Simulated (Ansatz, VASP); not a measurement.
## One calculation of Sb, two programs

Contents of INCAR:

```
  PREC = Accurate
  ENCUT = 520
  EDIFF = 1E-7
  ISMEAR = 0
  SIGMA = 0.1
  LREAL = False
  LASPH = True
  NELM = 100
  ALGO = Normal
  ISIF = 2
  LWAVE = False
  LCHARG = False
  GGA = PS
  NBANDS = 8
```

File KPOINTS:

```
regular mesh
0
Gamma
  16 16 16
```

POSCAR

```
Sb
1.0
   -1.5459080073      1.5459080073      2.6972668444
    1.5459080073     -1.5459080073      2.6972668444
    1.5774388110      1.5774388110     -2.6972668444
Sb
1
Direct
    0.0000000000      0.0000000000      0.0000000000
```

Input for Ansatz:

```yaml
crystal:
  lattice:
    - [-1.5459080073, 1.5459080073, 2.6972668444]
    - [1.5459080073, -1.5459080073, 2.6972668444]
    - [1.577438811, 1.577438811, -2.6972668444]
  atoms:
    - { symbol: Sb, position: [0.0, 0.0, 0.0] }
basis:
  ecutwfc: 420
kpoints:
  mp_grid: { grid: [16, 16, 16] }
hamiltonian:
  xc: pbesol
scf:
  occupations: { method: gaussian, width: 0.1 }
output:
  forces: true
  stress: true
  eigenvalues: true
```

Alike in both runs: task single point; functional PBEsol; k mesh 16 × 16 × 16; occupations gaussian, width 0.1 eV; no spin polarisation.

|  | VASP | Ansatz |
| --- | --- | --- |
| version | VASP 6.6.1 | Ansatz 0.2.0 |
| potentials or method | VASP PAW PBE potentials, release 64 (Sb), cutoff 520 eV | scalar-relativistic, plane waves, PAW |
| valence electrons in the cell | 5 | 15 |

Ansatz gave:

```
gap on the k mesh at the Fermi level (eV)                     : none
pressure (GPa)                                                : 0.5
traceless stress, the component that is largest in VASP (GPa) : 0.35
```

Question: What did VASP give for the same quantities?

Answer: gap on the k mesh at the Fermi level (eV): none; pressure (GPa): 0.6; traceless stress, the component that is largest in VASP (GPa): 0.35.

VASP's potentials were made for PBE, not for PBEsol. A gap of «none» marks a metal or a gap that the smearing closes. VASP's potentials hold 5 valence electrons a cell and Ansatz's 15, so a difference there can come from the potentials and not from the codes.

Neither program's run includes spin-orbit coupling.
